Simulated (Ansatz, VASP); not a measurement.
Two plane-wave programs on Pb

```
CELL_PARAMETERS angstrom
0.00000 2.45841 2.45841
2.45841 0.00000 2.45841
2.45841 2.45841 0.00000
ATOMIC_POSITIONS crystal
Pb 0.00000 0.00000 0.00000
```

Alike in both runs: task single point; functional r2SCAN0; k mesh 5 × 5 × 5; occupations fermi-dirac, width 0.05 eV; no spin polarisation.

|  | VASP | Ansatz |
| --- | --- | --- |
| version | VASP 6.6.1 | Ansatz 0.2.0 |
| potentials or method | VASP PAW PBE potentials, release 64 (Pb_d) | Ansatz PAW |
| plane-wave cutoff (eV) | 520 | 500 |
| valence electrons in the cell | 14 | 14 |

```tsv
	VASP	Ansatz	Ansatz less VASP
gap on the k mesh at the Fermi level (eV)	none	none	-
pressure (GPa)	0.8	1.0	+0.17
```

VASP's potentials were made for PBE, not for r2SCAN0. A gap of «none» marks a metal or a gap that the smearing closes.

The k mesh is coarse, so the values compare programs but aren't converged. Spin-orbit coupling is off throughout.
